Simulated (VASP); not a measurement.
A run of VASP 6.6.1 is set up as follows.

The input INCAR:

```
  PREC = Accurate
  ENCUT = 500
  EDIFF = 1E-6
  ISMEAR = 0
  SIGMA = 0.02
  LREAL = F
  LASPH = T
  NELM = 120
  ALGO = Normal
  ISIF = 2
  LWAVE = F
  LCHARG = F
  GGA = PE
  NBANDS = 15
  GGA_COMPAT = F
```

File KPOINTS:

```
Automatic mesh
0
Gamma
  6 6 6
```

The input POSCAR:

```
RbBr
1.0
    0.0000000000      3.5086792146      3.5086792146
    3.5086792146      0.0000000000      3.5086792146
    3.5086792146      3.5086792146      0.0000000000
Rb Br
1 1
Direct
    0.0000000000      0.0000000000      0.0000000000
    0.5000000000      0.5000000000      0.5000000000
```

Potentials or basis: VASP PAW PBE potentials, release 64 (Rb_sv, Br).

Launch:

```bash
$ cat potpaw_PBE.64/Rb_sv/POTCAR potpaw_PBE.64/Br/POTCAR > POTCAR
$ mpirun -np 1 vasp_std > vasp.out
```

Question: Estimate the pressure.

Answer: 0.0 GPa.

Question: Predict the band gap on the k mesh.

Answer: 4.19 eV.
